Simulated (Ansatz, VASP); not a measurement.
## Ge3As2 in VASP and in Ansatz

Contents of POSCAR:

```
Ge3As2
1.0
    0.0000000000      3.4700730000      0.0000000000
    6.1967800000     -1.7350360000      0.0000000000
    0.7606470000      0.0000000000     -8.5111260000
As Ge
4 6
Direct
    0.2026000000      0.4052000000      0.8592000000
    0.7974000000      0.5948000000      0.1408000000
    0.6133000000      0.2266000000      0.5594000000
    0.3867000000      0.7734000000      0.4406000000
    0.0289000000      0.0578000000      0.7132000000
    0.9711000000      0.9422000000      0.2868000000
    0.7777000000      0.5554000000      0.6610000000
    0.2223000000      0.4446000000      0.3390000000
    0.3744000000      0.7488000000      0.9645000000
    0.6256000000      0.2512000000      0.0355000000
```

INCAR.step1

```
ALGO     = Normal         # electronic algorithm
EDIFF    = 1E-4           # SCF threshold, eV
ENCUT    = 520            # plane-wave cutoff, eV
GGA      = PE             # functional
ISMEAR   = -1             # smearing method
LASPH    = T              # aspherical terms in the spheres
LCHARG   = F              # write CHGCAR
LREAL    = F              # projectors in reciprocal space
LWAVE    = T              # write WAVECAR
NBANDS   = 63             # bands
NELM     = 100            # most SCF steps
PREC     = Accurate       # precision mode
SIGMA    = 0.1            # smearing width, eV
```

INCAR.step2

```
ALGO     = Normal         # electronic algorithm
EDIFF    = 1E-6           # SCF threshold, eV
ENCUT    = 520            # plane-wave cutoff, eV
ISIF     = 2              # what is computed and relaxed
ISMEAR   = -1             # smearing method
ISTART   = 1            
LASPH    = T              # aspherical terms in the spheres
LCHARG   = T              # write CHGCAR
LELF     = T              # ELF
LMIXTAU  = T            
LREAL    = F              # projectors in reciprocal space
LVHAR    = T            
LWAVE    = F              # write WAVECAR
METAGGA  = R2SCAN         # meta-GGA
NBANDS   = 63             # bands
NELM     = 100            # most SCF steps
PREC     = Accurate       # precision mode
SIGMA    = 0.1            # smearing width, eV
```

The input KPOINTS:

```
k-points
0
Gamma
  5 5 2
```

Input for Ansatz:

```yaml
crystal:
  lattice:
    - [0.0, 3.470073, 0.0]
    - [6.19678, -1.735036, 0.0]
    - [0.760647, 0.0, -8.511126]
  atoms:
    - { symbol: As, position: [0.2026, 0.4052, 0.8592] }
    - { symbol: As, position: [0.7974, 0.5948, 0.1408] }
    - { symbol: As, position: [0.6133, 0.2266, 0.5594] }
    - { symbol: As, position: [0.3867, 0.7734, 0.4406] }
    - { symbol: Ge, position: [0.0289, 0.0578, 0.7132] }
    - { symbol: Ge, position: [0.9711, 0.9422, 0.2868] }
    - { symbol: Ge, position: [0.7777, 0.5554, 0.661] }
    - { symbol: Ge, position: [0.2223, 0.4446, 0.339] }
    - { symbol: Ge, position: [0.3744, 0.7488, 0.9645] }
    - { symbol: Ge, position: [0.6256, 0.2512, 0.0355] }
  symmetry: { tolerance: 0.0003 }
kpoints:
  mp_grid: { grid: [5, 5, 2], shift: [0, 0, 0] }
magnetization:
  spin_polarized: false
scf:
  occupations: { method: fermi_dirac }
hamiltonian:
  pseudopotentials: { kind: paw }
  xc: r2scan
basis:
  ecutwfc: 500
  xc_grid: 2
output:
  forces: true
  stress: true
  eigenvalues: true
```

Alike in both runs: task single point; functional r2SCAN; k mesh 5 × 5 × 2; no spin polarisation.

```csv
,VASP,Ansatz
version,VASP 6.6.1,Ansatz 0.2.0
potentials or method,"VASP PAW PBE potentials, release 64 (As, Ge_d), cutoff 520 eV",PAW plane waves
occupations,"fermi-dirac, width 0.1 eV",fermi-dirac
valence electrons in the cell,104,144
```

```tsv
	VASP	Ansatz	Ansatz less VASP
gap on the k mesh at the Fermi level (eV)	none	none	-
pressure (GPa)	19.3	19.2	-0.16
traceless stress, the component that is largest in VASP (GPa)	-7.99	-8.01	-0.019
rms of the force components (eV/Å)	1.230	1.208	-0.0227
```

VASP's potentials were made for PBE, not for r2SCAN. Atom by atom the forces differ by 0.024 eV/Å (rms over components). A gap of «none» marks a metal or a gap that the smearing closes. VASP's potentials hold 104 valence electrons a cell and Ansatz's 144, so a difference there can come from the potentials and not from the codes.

The k mesh is coarse, so the values compare programs but aren't converged.
